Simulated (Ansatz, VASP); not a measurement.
# Two plane-wave programs on BaTa3O2

```
Ba Ta O
1.0
     2.68688    1.55127    6.41151
    -2.68688    1.55127    6.41151
     0.00000   -3.10254    6.41151
Ba Ta O
1 3 2
Direct
  0.00000 0.00000 0.00000
  0.00000 0.50000 0.00000
  0.50000 0.00000 0.00000
  0.00000 0.00000 0.50000
  0.75740 0.75740 0.75740
  0.24260 0.24260 0.24260
```

Change from the starting cell: species swapped into the Zr2V3Fe type (R-3m, No. 166).

Alike in both runs: functional PBE; k mesh 6 × 6 × 6; occupations gaussian, width 0.1 eV; no spin polarisation.

Ansatz relaxed the structure, and its values are those at the end. VASP's run is a single point on that final structure, the one shown.

|  | VASP | Ansatz |
| --- | --- | --- |
| version | VASP 6.6.1 | Ansatz 0.2.0 |
| potentials or method | VASP PAW PBE potentials, release 64 (Ba_sv, Ta_pv, O), cutoff 520 eV | scalar-relativistic, plane waves, PAW |
| valence electrons in the cell | 55 | 61 |

```csv
,VASP,Ansatz,Ansatz less VASP
gap on the k mesh at the Fermi level (eV),none,none,-
pressure (GPa),0.4,0.1,-0.32
rms of the force components (eV/Å),0.027,0.003,-0.0243
```

A gap of «none» marks a metal or a gap that the smearing closes. The functional is the same, so the differences come from potentials, cutoffs and numerics. VASP's potentials hold 55 valence electrons a cell and Ansatz's 61, so a difference there can come from the potentials and not from the codes.

Neither program's run includes spin-orbit coupling.
